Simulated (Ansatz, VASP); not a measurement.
# One calculation of Os, two programs

```
Os
1.0
    -1.53101    1.53101    1.53101
     1.53101   -1.53101    1.53101
     1.53101    1.53101   -1.53101
Os
1
Direct
  0.00000 0.00000 0.00000
```

Alike in both runs: task single point; functional PBEsol; k mesh 19 × 19 × 19; occupations fermi-dirac, width 0.05 eV; no spin polarisation.

|  | VASP | Ansatz |
| --- | --- | --- |
| version | VASP 6.6.1 | Ansatz 0.2.0 |
| potentials or method | VASP PAW PBE potentials, release 64 (Os), cutoff 520 eV | all-electron LAPW, scalar-relativistic |

Ansatz gave:

```
pressure (GPa) : 0.0
```

Task: Which values does VASP return?

Result: Pressure (GPa): 0.6.

VASP's potentials were made for PBE, not for PBEsol. Ansatz ran all-electron here, and VASP with PAW potentials.

Neither program's run includes spin-orbit coupling.
